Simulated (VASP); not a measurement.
# ZrB2 (P6/mmm) in VASP: a series of runs

The runs below take ZrB2 through relaxation of cell and atoms, with LDA.

Everything below comes from runs of VASP 6.6.1. Logs are shortened: lines on timing, memory, paths and dates and some standing lists are left out, and cuts for length are marked.

## 1. The cell of the first run

The structure is hexagonal, space group P6/mmm (No. 191). Conventional cell: a = 3.136 Å, b = 3.136 Å, c = 3.486 Å, α = 90.00°, β = 90.00°, γ = 120.00°. Within 3.3 Å of Zr (site symmetry 6/mmm) lie 12 B at 2.51 Å and 6 Zr at 3.14 Å. Within 2.4 Å of B (site symmetry -6m2) lie 3 B at 1.81 Å.

## 2. Relaxation of cell and atoms, LDA

INCAR reads:

```
PREC = Accurate
ENCUT = 600
EDIFF = 1E-7
ISMEAR = 0
SIGMA = 0.1
LREAL = F
LASPH = T
NELM = 100
ALGO = Normal
ISIF = 3
LWAVE = F
LCHARG = F
IBRION = 2
NSW = 100
EDIFFG = -0.002
```

KPOINTS reads:

```
regular mesh
0
Gamma
  15 15 10
```

POSCAR reads:

```
ZrB2
1.0
    3.1356928518      0.0000000000      0.0000000000
   -1.5678464259      2.7155896681      0.0000000000
    0.0000000000      0.0000000000      3.4863225679
Zr B
1 2
Direct
    0.0000000000      0.0000000000      0.0000000000
    0.3333333333      0.6666666667      0.5000000000
    0.6666666667      0.3333333333      0.5000000000
```

Potentials or basis: VASP PAW LDA potentials, release 64 (Zr_sv, B).

Launch:

```sh
> cat potpaw_LDA.64/Zr_sv/POTCAR potpaw_LDA.64/B/POTCAR > POTCAR
> mpirun -np 1 vasp_std > vasp.out
```

OUTCAR:

```text
PREC = Accurate
   ENCUT = 600
   EDIFF = 1E-7
   ISMEAR = 0
   LREAL = F
   LASPH = T
   NELM = 100
   ISIF = 3
   IBRION = 2
   NSW = 100
   EDIFFG = -0.002

 ion  position               nearest neighbor table
   1  0.000  0.000  0.000-   2 2.51   3 2.51   2 2.51   3 2.51   2 2.51   2 2.51   3 2.51   3 2.51
                             3 2.51   3 2.51   2 2.51   2 2.51
   2  0.333  0.667  0.500-   3 1.81   3 1.81   3 1.81   1 2.51   1 2.51   1 2.51   1 2.51   1 2.51
                             1 2.51
   3  0.667  0.333  0.500-   2 1.81   2 1.81   2 1.81   1 2.51   1 2.51   1 2.51   1 2.51   1 2.51
                             1 2.51

  LATTYP: Found a hexagonal cell.
 ALAT       =     3.1356928518
 C/A-ratio  =     1.1118188970

  Lattice vectors:

 A1 = (   3.1356928518,   0.0000000000,   0.0000000000)
 A2 = (  -1.5678464259,   2.7155896681,   0.0000000000)
 A3 = (   0.0000000000,   0.0000000000,   3.4863225679)

Analysis of symmetry for initial positions (statically):
=====================================================================
 Subroutine PRICEL returns:
 Original cell was already a primitive cell.

 Routine SETGRP: Setting up the symmetry group for a
 hexagonal supercell.

 Subroutine GETGRP returns: Found 24 space group operations
 (whereof 24 operations were pure point group operations)
 out of a pool of 24 trial point group operations.

The static configuration has the point symmetry D_6h.

Analysis of symmetry for dynamics (positions and initial velocities):
=====================================================================
 Subroutine PRICEL returns:
 Original cell was already a primitive cell.

 Routine SETGRP: Setting up the symmetry group for a
 hexagonal supercell.

 Subroutine GETGRP returns: Found 24 space group operations
 (whereof 24 operations were pure point group operations)
 out of a pool of 24 trial point group operations.

The dynamic configuration has the point symmetry D_6h.

 Subroutine INISYM returns: Found 24 space group operations
 (whereof 24 operations are pure point group operations),
 and found     1 'primitive' translations

----------------------------------------------------------------------------------------

                                     Primitive cell

  volume of cell :      29.6869

  direct lattice vectors                    reciprocal lattice vectors
     3.135692852  0.000000000  0.000000000     0.318908786  0.184122073  0.000000000
    -1.567846426  2.715589668  0.000000000     0.000000000  0.368244147  0.000000000
     0.000000000  0.000000000  3.486322568     0.000000000  0.000000000  0.286835191

  length of vectors
     3.135692852  3.135692852  3.486322568     0.368244147  0.368244147  0.286835191

  position of ions in fractional coordinates (direct lattice)
     0.000000000  0.000000000  0.000000000
     0.333333333  0.666666667  0.500000000
     0.666666667  0.333333333  0.500000000

  ion indices of the primitive-cell ions
   primitive index   ion index
                 1           1
                 2           2
                 3           3

----------------------------------------------------------------------------------------

 KPOINTS: regular mesh

Automatic generation of k-mesh.
 Grid dimensions read from file:
 generate k-points for:   15   15   10

 Generating k-lattice:

  Cartesian coordinates                     Fractional coordinates (reciprocal lattice)
     0.021260586  0.012274805  0.000000000     0.066666667  0.000000000  0.000000000
     0.000000000  0.024549610  0.000000000     0.000000000  0.066666667  0.000000000
     0.000000000  0.000000000  0.028683519     0.000000000  0.000000000  0.100000000

  Length of vectors
     0.024549610  0.024549610  0.028683519

  Shift w.r.t. Gamma in fractional coordinates (k-lattice)
     0.000000000  0.000000000  0.000000000

 Subroutine IBZKPT returns following result:
 ===========================================

 Found    162 irreducible k-points:

 Following reciprocal coordinates:
            Coordinates               Weight
  0.000000  0.000000  0.000000      1.000000
  0.066667 -0.000000  0.000000      6.000000
  0.133333  0.000000  0.000000      6.000000
  0.200000  0.000000  0.000000      6.000000
  0.266667  0.000000  0.000000      6.000000
  0.333333 -0.000000  0.000000      6.000000
[... 16 lines left out ...]
  0.333333  0.200000  0.000000     12.000000
  0.400000  0.200000  0.000000      6.000000
 [... further k-points ...]
   k-points           NKPTS =    162   k-points in BZ     NKDIM =    162   number of bands    NBANDS=     13
   number of dos      NEDOS =    301   number of ions     NIONS =      3
   total plane-waves  NPLWV =  21952
   dimension x,y,z NGX =    28 NGY =   28 NGZ =   28
   dimension x,y,z NGXF=    56 NGYF=   56 NGZF=   56
   ions per type =               1   2
   NGX,Y,Z   is equivalent  to a cutoff of  14.84, 14.84, 13.35 a.u.
   NGXF,Y,Z  is equivalent  to a cutoff of  29.69, 29.69, 26.70 a.u.
 SYSTEM =  unknown system
   PREC   = accura    normal or accurate (medium, high low for compatibility)
   ISTART =      0    job   : 0-new  1-cont  2-samecut
   ICHARG =      2    charge: 1-file 2-atom 10-const
   ISPIN  =      1    spin polarized calculation?
   LNONCOLLINEAR =      F non collinear calculations
   LSORBIT =      F    spin-orbit coupling
   LASPH  =      T    aspherical Exc in radial PAW
   ENCUT  =  600.0 eV  44.10 Ry    6.64 a.u.   6.26  6.26  6.96*2*pi/ulx,y,z
   NELM   =    100;   NELMIN=  2; NELMDL= -5     # of ELM steps
   EDIFF  = 0.1E-06   stopping-criterion for ELM
   LREAL  =      F    real-space projection
   EDIFFG = -.2E-02   stopping-criterion for IOM
   NSW    =    100    number of steps for IOM
   IBRION =      2    ionic relax: 0-MD 1-quasi-New 2-CG
   NFREE  =      1    steps in history (QN), initial steepest desc. (CG)
   ISIF   =      3    stress and relaxation
   ISYM   =      2    0-nonsym 1-usesym 2-fastsym
   POTIM  = 0.5000    time-step for ionic-motion
   TEBEG  =    0.0;   TEEND  =   0.0 temperature during run
   PSTRESS=    0.0 pullay stress
   NELECT =      18.0000    total number of electrons
   NUPDOWN=      -1.0000    fix difference up-down
   EMIN   =  10.00;   EMAX   =-10.00  energy-range for DOS
   EFERMI =   0.00;   METHOD = LEGACY
   ISMEAR =     0;   SIGMA  =   0.10  broadening in eV -4-tet -1-fermi 0-gaus
   EFERMI_NEDOS =   21; number of points for ismear=-14 and -15
   IALGO  =     38    algorithm
   IMIX   =      4    mixing-type and parameters
     AMIX     =   0.40;   BMIX     =  1.00
     AMIX_MAG =   1.60;   BMIX_MAG =  1.00
  volume/ion in A,a.u.               =       9.90        66.78
  Fermi-wavevector in a.u.,A,eV,Ry     =   1.385619  2.618441 26.122381  1.919941
  Thomas-Fermi vector in A             =   2.510012
   LORBIT       =      0    0 simple, 1 ext, 2 COOP (PROOUT), +10 PAW based schemes
   GGA     = CA    functional components
   LHFCALC =     F    Hartree Fock is set to
   AEXX    =    0.0000 exact exchange contribution
   IVDW    =     0    specifies the selected vdW correction
   LEPSILON=     F    determine dielectric tensor
   LRPA    =     F    only Hartree local field effects (RPA)
 conjugate gradient relaxation of ions
 non-spin polarized calculation
 Gauss-broadening in eV      SIGMA  =   0.10
  energy-cutoff  :      600.00
  volume of cell :       29.69
 maximum number of plane-waves:      1010
 NGX is ok and might be reduce to    28
   NGX = 13   NGY = 13   NGZ = 13

--------------------------------------- Ionic step        1  -------------------------------------------

 number of electron      18.0000000 magnetization

 Free energy of the ion-electron system (eV)
  ---------------------------------------------------
  ext. energy  EPLUGINS =         0.00000000
  ---------------------------------------------------
  free energy    TOTEN  =       -27.48577337 eV

  energy without entropy =      -27.48504181  energy(sigma->0) =      -27.48540759

------------------------ aborting loop because EDIFF is reached ----------------------------------------

  FORCE on cell =-STRESS in cart. coord.  units (eV):
  Direction    XX          YY          ZZ          XY          YZ          ZX
  --------------------------------------------------------------------------------------
  -------------------------------------------------------------------------------------
  Total        0.0078353      0.0078353      0.0753529      0.0000000      0.0000000      0.0000000
  in kB        0.4228641      0.4228641      4.0667293      0.0000000      0.0000000      0.0000000
  external PRESSURE =       1.6374859 kB  Pullay stress =       0.0000000 kB
[... 96 lines left out ...]
  energy  without entropy=      -27.4850625987  energy(sigma->0) =      -27.48543250

--------------------------------------- Ionic step        4  -------------------------------------------

 number of electron      18.0000000 magnetization

 Free energy of the ion-electron system (eV)
  ---------------------------------------------------
  ext. energy  EPLUGINS =         0.00000000
  ---------------------------------------------------
  free energy    TOTEN  =       -27.48580585 eV

  energy without entropy =      -27.48506113  energy(sigma->0) =      -27.48543349

 E-fermi :  10.8077     XC(G=0): -12.7476

 val. band max:       10.7299021547   @ k =   0.0667   0.0667   0.5000
 cond. band min:      10.8503582860   @ k =   0.0667   0.0667   0.4000
 fundamental gap:      0.1204561312
 Fermi energy:        10.8076553726

 k-point     1 :       0.0000    0.0000    0.0000
  band No.  band energies     occupation
      1     -37.3836      2.00000
      2     -15.7507      2.00000
      3     -15.1287      2.00000
      4     -15.1287      2.00000
      5      -1.8645      2.00000
      6       8.1502      2.00000
      7       8.1502      2.00000
      8       8.1846      2.00000
      9       8.5860      2.00000
     10      14.3809      0.00000
     11      14.3809      0.00000
     12      15.1813      0.00000
     13      15.1813      0.00000
[... 353 lines left out ...]
 k-point    24 :       0.4000    0.2000    0.0000
  band No.  band energies     occupation
      1     -37.2351      2.00000
      2     -16.0685      2.00000
      3     -15.6142      2.00000
      4     -15.5339      2.00000
      5       2.4884      2.00000
      6       2.7531      2.00000
      7       5.2977      2.00000
      8       7.3913      2.00000
      9       9.8284      2.00000
     10      10.5988      1.99686
     11      13.6975      0.00000
     12      15.1451      0.00000
     13      17.4439      0.00000

 [... further k-points ...]
[... 5 lines left out ...]
  --------------------------------------------------------------------------------------
  -------------------------------------------------------------------------------------
  Total        0.0039837      0.0039837     -0.0024802     -0.0000000      0.0000000      0.0000000
  in kB        0.2148765      0.2148765     -0.1337816     -0.0000000      0.0000000      0.0000000
  external PRESSURE =       0.0986572 kB  Pullay stress =       0.0000000 kB
[... 18 lines left out ...]
  FREE ENERGIE OF THE ION-ELECTRON SYSTEM (eV)
  ---------------------------------------------------
  free  energy   TOTEN  =       -27.4858058467 eV

  energy  without entropy=      -27.4850611302  energy(sigma->0) =      -27.48543349

 reached required accuracy - stopping structural energy minimisation
```

Wall time 6 min (1 thread of AMD EPYC 7R13, shared host); peak memory 0.18 GiB.

What came out:

```
Free energy                           : -27.4858 eV
Relaxed volume                        : 9.90 Å³/atom
Relaxed cell                          : a = 3.135 Å, b = 3.135 Å, c = 3.490 Å, α = 90.00°, β = 90.00°, γ = 120.00°
Space group after relaxing (to 0.1 Å) : P6/mmm (No. 191)
Energy gained by relaxing             : 0.0 meV/atom
Ionic steps                           : 4
Pressure after relaxing               : 0.0 GPa
Band gap on the k mesh                : zero (bands 9 and 10 overlap by 0.89 eV)
```

Final structure:
```cif
data_structure
_symmetry_space_group_name_H-M 'P 1'
_symmetry_Int_Tables_number 1
_cell_length_a 3.1350
_cell_length_b 3.1350
_cell_length_c 3.4898
_cell_angle_alpha 90.000
_cell_angle_beta 90.000
_cell_angle_gamma 120.000
_cell_volume 29.70
loop_
_atom_site_label
_atom_site_type_symbol
_atom_site_fract_x
_atom_site_fract_y
_atom_site_fract_z
_atom_site_occupancy
Zr1 Zr 0.00000 0.00000 0.00000 1
B1 B 0.33333 0.66667 0.50000 1
B2 B 0.66667 0.33333 0.50000 1
```

Levels at points of the mesh, in eV from the Fermi level:
```csv
k point,band 7,band 8,band 9,band 10,band 11,band 12
"(0.00, 0.00, 0.00)",-2.66,-2.62,-2.22,3.57,3.57,4.37
"(0.00, 0.00, 0.50)",-0.93,-0.93,0.36,0.36,0.83,0.83
```

## 3. Relaxation of cell and atoms, LDA

INCAR reads:

```
SYSTEM = ZrB2
PREC     = Accurate       ! precision mode
ENCUT    = 600            ! plane-wave cutoff, eV
EDIFF    = 1E-7           ! SCF threshold, eV
ISMEAR   = -1             ! smearing method
SIGMA    = 0.15           ! smearing width, eV
LREAL    = .FALSE.        ! projectors in reciprocal space
LASPH    = .TRUE.         ! aspherical terms in the spheres
NELM     = 80             ! most SCF steps
ALGO     = Normal         ! electronic algorithm
ISIF     = 3              ! what is computed and relaxed
LWAVE    = .FALSE.        ! write WAVECAR
LCHARG   = .FALSE.        ! write CHGCAR
GGA      = CA             ! functional
IBRION   = 2              ! ionic algorithm
NSW      = 80             ! ionic steps
EDIFFG   = -0.001         ! ionic threshold
```

KPOINTS reads:

```
Automatic mesh
0
G
  16 16 10
  0 0 0
```

POSCAR reads:

```
ZrB2
1.0
    3.1336193983      0.0000000000      0.0000000000
   -1.5668096991      2.7137940047      0.0000000000
    0.0000000000      0.0000000000      3.4870609564
Zr B
1 2
Direct
    0.0000000000      0.0000000000      0.0000000000
    0.3333333333      0.6666666667      0.5000000000
    0.6666666667      0.3333333333      0.5000000000
```

Potentials or basis: VASP PAW LDA potentials, release 64 (Zr_sv, B).

Launch:

```sh
> cat potpaw_LDA.64/Zr_sv/POTCAR potpaw_LDA.64/B/POTCAR > POTCAR
> mpirun -np 1 vasp_std > vasp.out
```

It took 9.4 min on 1 thread of AMD EPYC 7R13, shared host; peak memory 0.19 GiB.

The run converged. Its results:

```
Free energy                           : -27.4940 eV
Relaxed volume                        : 9.90 Å³/atom
Relaxed cell                          : a = 3.135 Å, b = 3.135 Å, c = 3.491 Å, α = 90.00°, β = 90.00°, γ = 120.00°
Space group after relaxing (to 0.1 Å) : P6/mmm (No. 191)
Energy gained by relaxing             : 0.0 meV/atom
Ionic steps                           : 9
Pressure after relaxing               : 0.0 GPa
Band gap on the k mesh                : zero (bands 9 and 10 overlap by 1.02 eV)
```

The path:
| step | energy change (eV) | largest force (eV/Å) | pressure (GPa) | volume (Å³) |
| --- | --- | --- | --- | --- |
| 1 | 0.0000 | 0.0000 | 0.53 | 29.65 |
| 2 | 0.0001 | 0.0000 | -0.70 | 29.79 |
| 3 | -0.0001 | 0.0000 | -0.02 | 29.72 |
| 4 | -0.0001 | 0.0000 | -0.01 | 29.71 |
| 5 | -0.0001 | 0.0000 | 0.01 | 29.71 |
| 6 | -0.0001 | 0.0000 | 0.01 | 29.71 |
| 7 | -0.0001 | 0.0000 | 0.01 | 29.71 |
| 8 | -0.0001 | 0.0000 | 0.01 | 29.71 |
| 9 | -0.0001 | 0.0000 | 0.01 | 29.71 |

Final structure:
```cif
data_structure
_symmetry_space_group_name_H-M 'P 1'
_symmetry_Int_Tables_number 1
_cell_length_a 3.1350
_cell_length_b 3.1350
_cell_length_c 3.4909
_cell_angle_alpha 90.000
_cell_angle_beta 90.000
_cell_angle_gamma 120.000
_cell_volume 29.71
loop_
_atom_site_label
_atom_site_type_symbol
_atom_site_fract_x
_atom_site_fract_y
_atom_site_fract_z
_atom_site_occupancy
Zr1 Zr 0.00000 0.00000 0.00000 1
B1 B 0.33333 0.66667 0.50000 1
B2 B 0.66667 0.33333 0.50000 1
```

Levels at points of the mesh, in eV from the Fermi level:
| k point | band 7 | band 8 | band 9 | band 10 | band 11 | band 12 |
| --- | --- | --- | --- | --- | --- | --- |
| (0.00, 0.00, 0.00) | -2.68 | -2.64 | -2.25 | 3.55 | 3.55 | 4.35 |
| (0.50, 0.00, 0.00) | -3.98 | -3.05 | -2.76 | 2.34 | 2.41 | 5.15 |
| (0.00, 0.00, 0.50) | -0.95 | -0.95 | 0.34 | 0.34 | 0.81 | 0.81 |
| (0.50, 0.00, 0.50) | -4.70 | -4.21 | -1.83 | 3.92 | 4.38 | 5.55 |
